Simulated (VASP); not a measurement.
Wanted: the native input for a VASP 6.6.1 run.

```
Task                   : single point
Functional             : PBE
Potentials or basis    : VASP PAW PBE potentials, release 64 (Si, Mg)
Cutoff                 : 520 eV
k mesh                 : 3 × 3 × 3
Occupations            : gaussian, width 0.01 eV
Spin                   : no spin polarisation
Dipole correction      : no
Further INCAR settings : LREAL = Auto; ALGO = Normal; EDIFF = 1e-06; NBANDS = 87
```

The structure of MgSi32 (a cell with a defect) lies in POSCAR:

```
MgSi32
1.0
    5.4700937624     -5.4700937624      5.4700937624
   -5.4700937624      5.4700937624      5.4700937624
   -5.4700937624     -5.4700937624     -5.4700937624
Si Mg
32 1
Direct
    0.2662255997     -0.0000745460      0.0008821464
    0.4991095786     -0.0001285459      0.7484975865
    0.7478832887     -0.0000678190      0.4997884879
    0.0001867957      0.2659405470      0.0009255293
    0.2525138332      0.2522488495      0.7520882226
    0.0001957290     -0.0001422311      0.2668286067
    0.7478856639      0.4988169093      0.0008652261
    0.5012566691      0.2486746707      0.5019800778
    0.7514082135      0.2522434722      0.2531792323
    0.0002008950      0.4987774149      0.7485068493
    0.4991129041      0.7476153504      0.0009106454
    0.2489677390      0.5010024421      0.5019487526
    0.7341860193      0.7339195585      0.7348548222
    0.5012929996      0.5009760270      0.2496064379
    0.0002024518      0.7476039313      0.4998210267
    0.2525225928      0.7511511749      0.2531828905
    0.2536463920     -0.0000795276      0.2542897135
    0.5128091342     -0.0000960583      0.0008328726
    0.7468106060     -0.0000484980      0.7474525854
    0.0001817639      0.2533128650      0.2543350573
    0.2535973341      0.2533380252      0.0008341252
    0.0001885965     -0.0000905213      0.5134665407
    0.7502297013      0.4999365469      0.2508787231
    0.5001942202      0.2498997338      0.7508963451
    0.7501439963      0.2498968763      0.5008406104
    0.0002065594      0.5125139217      0.0008458509
    0.5002068485      0.7499136330      0.2509042062
    0.2502427317      0.4999460358      0.7508800220
    0.7467338182      0.7464568442      0.0008280517
    0.4875764740      0.4872806689      0.4882362363
    0.0002228591      0.7464611165      0.7474832358
    0.2501652576      0.7498870408      0.5008381220
    0.0001981860     -0.0000737149      0.0008540004
```

This cell differs from its parent crystal: with an interstitial atom, then relaxed in part.

One way to write it, as run:

INCAR

```
SYSTEM = MgSi32
PREC = Accurate
ENCUT = 520
EDIFF = 1E-6
ISMEAR = 0
SIGMA = 0.01
LREAL = Auto
LASPH = .TRUE.
NELM = 100
ALGO = Normal
ISIF = 2
LWAVE = .FALSE.
LCHARG = .FALSE.
GGA = PE
NBANDS = 87
KPAR = 4
```

KPOINTS

```
Automatic mesh
0
G
  3 3 3
  0 0 0
```

Potentials or basis: VASP PAW PBE potentials, release 64 (Si, Mg).

The run is started by

```sh
$ cat potpaw_PBE.64/Si/POTCAR potpaw_PBE.64/Mg/POTCAR > POTCAR
$ mpirun -np 4 vasp_std > vasp.out
```

Results of the run:

The pressure is 1.2 GPa. The largest force is 0.004 eV/Å and the band gap on the k mesh is zero (bands 65 and 66 overlap by 0.53 eV).

Caveat: the cell differs from its parent crystal (with an interstitial atom, then relaxed in part).

Wall time 9.4 min on 4 MPI ranks on Intel(R) Xeon(R) Platinum 8259CL CPU @ 2.50GHz (Skylake/Cascade Lake), with other jobs on the host, peak memory 0.99 GiB a rank.
